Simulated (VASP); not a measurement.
Set up this calculation in VASP 6.6.1, as the native input.

| Quantity | Value |
| --- | --- |
| Task | single point |
| Functional | PBEsol |
| Potentials or basis | VASP PAW PBE potentials, release 64 (Al, Mn_pv) |
| Cutoff | 520 eV |
| k mesh | 12 × 12 × 12 |
| Occupations | gaussian, width 0.1 eV |
| Spin | collinear spin, ferromagnetic start |
| Starting moments | [0.0, 0.0, 0.0, 5.0] μB |
| Dipole correction | no |
| Further INCAR settings | ALGO = Normal; EDIFF = 1e-07; NBANDS = 23 |

The structure of MnAl3 lies in POSCAR:

```
MnAl3
1.0
    0.0000000000      3.0078250317      3.0078250317
    3.0078250317      0.0000000000      3.0078250317
    3.0078250317      3.0078250317      0.0000000000
Al Mn
3 1
Direct
    0.2500000000      0.2500000000      0.2500000000
    0.7500000000      0.7500000000      0.7500000000
    0.5000000000      0.5000000000      0.5000000000
    0.0000000000      0.0000000000      0.0000000000
```

These files were run (other wordings do the same):

INCAR

```
SYSTEM = MnAl3
PREC = Accurate
ENCUT = 520
EDIFF = 1E-7
ISMEAR = 0
SIGMA = 0.1
LREAL = .FALSE.
LASPH = .TRUE.
NELM = 150
ALGO = Normal
ISIF = 2
LWAVE = .FALSE.
LCHARG = .FALSE.
ISPIN = 2
MAGMOM = 0 0 0 5
LORBIT = 11
LMAXMIX = 4
GGA = PS
NBANDS = 23
```

KPOINTS

```
Automatic mesh
0
G
  12 12 12
  0 0 0
```

Potentials or basis: VASP PAW PBE potentials, release 64 (Al, Mn_pv).

Run with:

```bash
$ cat potpaw_PBE.64/Al/POTCAR potpaw_PBE.64/Mn_pv/POTCAR > POTCAR
$ mpirun -np 1 vasp_std > vasp.out
```

It gave:

| Property | Result |
| --- | --- |
| Pressure | 0.1 GPa |
| Net moment | 1.38 μB per cell |
| Site moments | Al -0.02; Mn +1.37 μB |
| Valence electrons inside the program's atomic spheres | Al 0.81, 0.80 (each value once); Mn 11.86 |

Caveat: the PAW data sets were made with another functional, which shifts forces and pressure a little.

It took 60 s on 1 thread of Intel(R) Xeon(R) 6975P-C (Granite Rapids), on a shared host, peak memory 0.28 GiB.
